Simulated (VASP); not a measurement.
# FeSi16 (a cell with a defect) in VASP: single point with PBE

Aim: the single point of FeSi16 (a cell with a defect) with PBE.

All numbers are computed with VASP 6.6.1; they aren't measurements. Logs are shortened: lines on timing, memory, paths and dates and some standing lists are left out, and cuts for length are marked.

## 1. The cell of the first run

The cell holds a defect, 17 atoms: a = 7.736 Å, b = 7.736 Å, c = 7.736 Å, α = 60.00°, β = 60.00°, γ = 60.00°.

## 2. Single point, PBE, collinear spin, ferromagnetic start

INCAR reads:

```
PREC = Accurate
ENCUT = 520
EDIFF = 1E-6
ISMEAR = 0
SIGMA = 0.02
LREAL = Auto
LASPH = True
NELM = 150
ALGO = Normal
ISIF = 2
LWAVE = False
LCHARG = False
ISPIN = 2
MAGMOM = 0 0 0 0 0 0 0 0 0 0 0 0 0 0 0 0 2.37
LORBIT = 11
LMAXMIX = 4
GGA = PE
NBANDS = 54
NELECT = 71.0
```

KPOINTS reads:

```
regular mesh
0
Gamma
  2 2 2
```

POSCAR reads:

```
FeSi16
1.0
    0.0000000000      5.4700937548     -5.4700937548
    5.4700937548      5.4700937548      0.0000000000
    5.4700937548      0.0000000000     -5.4700937548
Si Fe
16 1
Direct
    0.1289193626      0.1323735995      0.1197738155
    0.1304964836      0.6190842702      0.1217416062
    0.6161071731      0.1348550926      0.1198250029
    0.6319991311      0.6363041761      0.1031136805
    0.1147324028      0.1254225304      0.6361784927
    0.1245929285      0.6265559886      0.6257369898
    0.6166001263      0.1349284917      0.6241681867
    0.6167248042      0.6282361243      0.6258575545
    0.2591114638      0.7427722782      0.2561897589
    0.2426175966      0.2458254027      0.2643669496
    0.7405765205      0.7457744205      0.2563561180
    0.7391460149      0.2633168762      0.2544592584
    0.2447933363      0.7526530046      0.7517583216
    0.2446773419      0.2545978300      0.7499288283
    0.7515513781      0.7618491907      0.7305791599
    0.7421173534      0.2562534689      0.7496446467
   -0.0668626565     -0.0637034785      0.1973721198
```

Potentials or basis: VASP PAW PBE potentials, release 64 (Si, Fe).

Run with:

```console
$ cat potpaw_PBE.64/Si/POTCAR potpaw_PBE.64/Fe/POTCAR > POTCAR
$ mpirun -np 1 vasp_std > vasp.out
```

OUTCAR:

```text
PREC = Accurate
   ENCUT = 520
   EDIFF = 1E-6
   ISMEAR = 0
   LREAL = Auto
   LASPH = True
   NELM = 150
   ISIF = 2
   ISPIN = 2
   LORBIT = 11
   GGA = PE
   NELECT = 71.0

 ion  position               nearest neighbor table
   1  0.129  0.132  0.120-  17 2.33  14 2.34  10 2.35   9 2.46  12 2.46
   2  0.130  0.619  0.122-  13 2.34  17 2.34  10 2.36   9 2.44  11 2.46
   3  0.616  0.135  0.120-  16 2.34  17 2.35  10 2.36  12 2.44  11 2.46
   4  0.632  0.636  0.103-  15 2.35  11 2.35  12 2.36   9 2.36
   5  0.115  0.125  0.636-  10 2.35  16 2.35  13 2.36  14 2.36
   6  0.125  0.627  0.626-   9 2.34  14 2.35  13 2.35  15 2.36
   7  0.617  0.135  0.624-  12 2.34  14 2.35  16 2.35  15 2.36
   8  0.617  0.628  0.626-  11 2.33  13 2.35  16 2.35  15 2.36
   9  0.259  0.743  0.256-   6 2.34  17 2.34   4 2.36   2 2.44   1 2.46
  10  0.243  0.246  0.264-   5 2.35   1 2.35   2 2.36   3 2.36
  11  0.741  0.746  0.256-  17 2.33   8 2.33   4 2.35   3 2.46   2 2.46
  12  0.739  0.263  0.254-   7 2.34  17 2.35   4 2.36   3 2.44   1 2.46
  13  0.245  0.753  0.752-   2 2.34   8 2.35   6 2.35   5 2.36
  14  0.245  0.255  0.750-   1 2.34   7 2.35   6 2.35   5 2.36
  15  0.752  0.762  0.731-   4 2.35   7 2.36   6 2.36   8 2.36
  16  0.742  0.256  0.750-   3 2.34   8 2.35   7 2.35   5 2.35
  17  0.933  0.936  0.197-   1 2.33  11 2.33   2 2.34   9 2.34  12 2.35   3 2.35

  LATTYP: Found a face centered cubic cell.
 ALAT       =    10.9401875096

  Lattice vectors:

 A1 = (   0.0000000000,   5.4700937548,  -5.4700937548)
 A2 = (   5.4700937548,   5.4700937548,   0.0000000000)
 A3 = (   5.4700937548,   0.0000000000,  -5.4700937548)

Analysis of symmetry for initial positions (statically):
=====================================================================
 Subroutine PRICEL returns:
 Original cell was already a primitive cell.

 Routine SETGRP: Setting up the symmetry group for a
 face centered cubic supercell.

 Subroutine GETGRP returns: Found  1 space group operations
 (whereof  1 operations were pure point group operations)
 out of a pool of 48 trial point group operations.

The static configuration has the point symmetry C_1 .

Analysis of symmetry for dynamics (positions and initial velocities):
=====================================================================
 Subroutine PRICEL returns:
 Original cell was already a primitive cell.

 Routine SETGRP: Setting up the symmetry group for a
 face centered cubic supercell.

 Subroutine GETGRP returns: Found  1 space group operations
 (whereof  1 operations were pure point group operations)
 out of a pool of 48 trial point group operations.

The dynamic configuration has the point symmetry C_1 .

Analysis of structural, dynamic, and magnetic symmetry:
=====================================================================
 Subroutine PRICEL returns:
 Original cell was already a primitive cell.

 Routine SETGRP: Setting up the symmetry group for a
 face centered cubic supercell.

 Subroutine GETGRP returns: Found  1 space group operations
 (whereof  1 operations were pure point group operations)
 out of a pool of 48 trial point group operations.

The overall configuration has the point symmetry C_1 .

 Subroutine INISYM returns: Found  1 space group operations
 (whereof  1 operations are pure point group operations),
 and found     1 'primitive' translations

----------------------------------------------------------------------------------------

                                     Primitive cell

  volume of cell :     327.3515

  direct lattice vectors                    reciprocal lattice vectors
     0.000000000  5.470093755 -5.470093755    -0.091406112  0.091406112 -0.091406112
     5.470093755  5.470093755  0.000000000     0.091406112  0.091406112  0.091406112
     5.470093755  0.000000000 -5.470093755     0.091406112 -0.091406112 -0.091406112

  length of vectors
     7.735880775  7.735880775  7.735880775     0.158320029  0.158320029  0.158320029

  position of ions in fractional coordinates (direct lattice)
     0.128919363  0.132373599  0.119773815
     0.130496484  0.619084270  0.121741606
     0.616107173  0.134855093  0.119825003
     0.631999131  0.636304176  0.103113681
     0.114732403  0.125422530  0.636178493
[... 73 lines left out ...]
   dimension x,y,z NGXF=   120 NGYF=  120 NGZF=  120
   ions per type =              16   1
   NGX,Y,Z   is equivalent  to a cutoff of  12.89, 12.89, 12.89 a.u.
   NGXF,Y,Z  is equivalent  to a cutoff of  25.79, 25.79, 25.79 a.u.
 SYSTEM =  unknown system
   PREC   = accura    normal or accurate (medium, high low for compatibility)
   ISTART =      0    job   : 0-new  1-cont  2-samecut
   ICHARG =      2    charge: 1-file 2-atom 10-const
   ISPIN  =      2    spin polarized calculation?
   LNONCOLLINEAR =      F non collinear calculations
   LSORBIT =      F    spin-orbit coupling
   LASPH  =      T    aspherical Exc in radial PAW
   ENCUT  =  520.0 eV  38.22 Ry    6.18 a.u.  14.38 14.38 14.38*2*pi/ulx,y,z
   NELM   =    150;   NELMIN=  2; NELMDL= -5     # of ELM steps
   EDIFF  = 0.1E-05   stopping-criterion for ELM
   LREAL  =      T    real-space projection
   EDIFFG = 0.1E-04   stopping-criterion for IOM
   NSW    =      0    number of steps for IOM
   IBRION =     -1    ionic relax: 0-MD 1-quasi-New 2-CG
   NFREE  =      0    steps in history (QN), initial steepest desc. (CG)
   ISIF   =      2    stress and relaxation
   ISYM   =      2    0-nonsym 1-usesym 2-fastsym
   POTIM  = 0.5000    time-step for ionic-motion
   TEBEG  =    0.0;   TEEND  =   0.0 temperature during run
   PSTRESS=    0.0 pullay stress
   NELECT =      71.0000    total number of electrons
   NUPDOWN=      -1.0000    fix difference up-down
   EMIN   =  10.00;   EMAX   =-10.00  energy-range for DOS
   EFERMI =   0.00;   METHOD = LEGACY
   ISMEAR =     0;   SIGMA  =   0.02  broadening in eV -4-tet -1-fermi 0-gaus
   EFERMI_NEDOS =   21; number of points for ismear=-14 and -15
   IALGO  =     38    algorithm
   IMIX   =      4    mixing-type and parameters
     AMIX     =   0.40;   BMIX     =  1.00
     AMIX_MAG =   1.60;   BMIX_MAG =  1.00
  volume/ion in A,a.u.               =      19.26       129.95
  Fermi-wavevector in a.u.,A,eV,Ry     =   0.983610  1.858753 13.163477  0.967488
  Thomas-Fermi vector in A             =   2.114781
   LORBIT       =     11    0 simple, 1 ext, 2 COOP (PROOUT), +10 PAW based schemes
   GGA     = PE    functional components
   LHFCALC =     F    Hartree Fock is set to
   AEXX    =    0.0000 exact exchange contribution
   IVDW    =     0    specifies the selected vdW correction
   LEPSILON=     F    determine dielectric tensor
   LRPA    =     F    only Hartree local field effects (RPA)
 spin polarized calculation
 Gauss-broadening in eV      SIGMA  =   0.02
  energy-cutoff  :      520.00
  volume of cell :      327.35
 maximum number of plane-waves:      8824
 NGX is ok and might be reduce to    60
   NGX = 29   NGY = 29   NGZ = 29

 number of electron      71.0000002 magnetization       2.2500336

 Free energy of the ion-electron system (eV)
  ---------------------------------------------------
  ext. energy  EPLUGINS =         0.00000000
  ---------------------------------------------------
  free energy    TOTEN  =       -98.17766557 eV

  energy without entropy =      -98.17766243  energy(sigma->0) =      -98.17766400

 E-fermi :   6.0611     XC(G=0):  -9.5246

 val. band max:        6.0116104253   @ k =   0.0000   0.0000   0.5000
 cond. band min:       6.1116453586   @ k =   0.0000   0.0000   0.5000
 fundamental gap:      0.1000349333
 Fermi energy:         6.0611267108

 spin component 1

 k-point     1 :       0.0000    0.0000    0.0000
  band No.  band energies     occupation
      1      -6.0331      1.00000
      2      -3.7533      1.00000
      3      -3.7177      1.00000
      4      -3.7101      1.00000
      5      -3.6919      1.00000
      6      -2.0706      1.00000
[... 389 lines left out ...]
     46       9.8395      0.00000
     47      10.0964      0.00000
 Fermi energy:         6.0611267108

 spin component 2

 k-point     1 :       0.0000    0.0000    0.0000
  band No.  band energies     occupation
      1      -6.0014      1.00000
      2      -3.7174      1.00000
      3      -3.6868      1.00000
      4      -3.6856      1.00000
      5      -3.6781      1.00000
      6      -2.0369      1.00000
[... 389 lines left out ...]
     46       9.9004      0.00000
     47      10.1358      0.00000
 [bands above 47 left out]

------------------------ aborting loop because EDIFF is reached ----------------------------------------

  FORCE on cell =-STRESS in cart. coord.  units (eV):
  Direction    XX          YY          ZZ          XY          YZ          ZX
  --------------------------------------------------------------------------------------
  -------------------------------------------------------------------------------------
  Total       -5.3452605     -4.8185279     -5.3898433     -1.6744807      1.7160809     -1.8255445
  in kB      -26.1616514    -23.5836302    -26.3798559     -8.1955183      8.3991250     -8.9348796
  external PRESSURE =     -25.3750458 kB  Pullay stress =       0.0000000 kB

 VOLUME and BASIS-vectors are now :
 -----------------------------------------------------------------------------
  energy-cutoff  :      520.00
  volume of cell :      327.35
      direct lattice vectors                 reciprocal lattice vectors
     0.000000000  5.470093755 -5.470093755    -0.091406112  0.091406112 -0.091406112
     5.470093755  5.470093755  0.000000000     0.091406112  0.091406112  0.091406112
     5.470093755  0.000000000 -5.470093755     0.091406112 -0.091406112 -0.091406112

 POSITION                                       TOTAL-FORCE (eV/Angst)
 -----------------------------------------------------------------------------------
      1.37927      1.42930     -1.36038         0.019522      0.018233      0.001913
      4.05239      4.10028     -1.37977        -0.007899     -0.012372      0.003635
      1.39312      4.10783     -4.02562         0.021100     -0.017900      0.024013
      4.04468      6.93774     -4.02114         0.013318     -0.011620      0.001213
      4.16603      1.31367     -4.10755         0.011687     -0.015735     -0.032843
      6.85016      4.10886     -4.10438        -0.004000      0.004845      0.008993
[... 9 lines left out ...]
      5.50236      5.46118     -8.16008         0.010362     -0.011216     -0.005634
      6.20127     10.22598     -6.18399        -0.038017      0.040974      0.066919
 -----------------------------------------------------------------------------------
    total drift:                                0.004153     -0.000734     -0.001907

  FREE ENERGIE OF THE ION-ELECTRON SYSTEM (eV)
  ---------------------------------------------------
  free  energy   TOTEN  =       -98.1776655704 eV

  energy  without entropy=      -98.1776624348  energy(sigma->0) =      -98.17766400

 total charge

# of ion       s       p       d       tot
------------------------------------------
    1        0.739   0.923   0.000   1.662
    2        0.738   0.924   0.000   1.661
    3        0.737   0.924   0.000   1.661
    4        0.743   0.913   0.000   1.656
    5        0.736   0.939   0.000   1.675
    6        0.741   0.936   0.000   1.677
[... 9 lines left out ...]
   16        0.741   0.938   0.000   1.679
   17        0.418   0.472   6.525   7.415
--------------------------------------------------
tot         12.252  15.340   6.525  34.117

 magnetization (x)

# of ion       s       p       d       tot
------------------------------------------
    1       -0.001   0.015   0.000   0.014
    2       -0.001   0.019   0.000   0.018
    3       -0.001   0.019   0.000   0.018
    4        0.001   0.001   0.000   0.001
    5        0.001   0.001   0.000   0.002
    6       -0.000   0.005   0.000   0.005
[... 9 lines left out ...]
   16       -0.000   0.005   0.000   0.004
   17        0.036   0.009   1.835   1.880
--------------------------------------------------
tot          0.028   0.143   1.835   2.006
```

Run time: 22 min. Hardware: 1 thread of Oxide Virtual Turin-like, shared host; peak memory 0.69 GiB.

What came out:

- Free energy: -98.1777 eV
- Largest force: 0.087 eV/Å
- Net moment: 2.25 μB per cell
- Site moments: Si +0.01, +0.02, +0.00, -0.00 (each value once); Fe +1.88 μB
- Valence electrons inside the program's atomic spheres: Si 1.66, 1.68, 1.67 (each value once); Fe 7.42

Forces in eV/Å, atoms in the order of the input:
```
Si   0.020  0.018  0.002
Si  -0.008 -0.012  0.004
Si   0.021 -0.018  0.024
Si   0.013 -0.012  0.001
Si   0.012 -0.016 -0.033
Si  -0.004  0.005  0.009
Si  -0.016  0.003 -0.016
Si  -0.006  0.014 -0.016
Si  -0.009  0.006  0.007
Si   0.017 -0.017 -0.005
Si  -0.009 -0.007  0.006
Si   0.008  0.002  0.004
Si  -0.022 -0.005 -0.015
Si   0.008  0.017 -0.017
Si   0.003 -0.008 -0.016
Si   0.010 -0.011 -0.006
Fe  -0.038  0.041  0.067
```

Caveat: the k points lie up to 0.50 Å⁻¹ apart; the cell carries a net charge on a neutralising background, which shifts energy and pressure; the cell is charged against a uniform background, so pressure and absolute levels hang on convention.
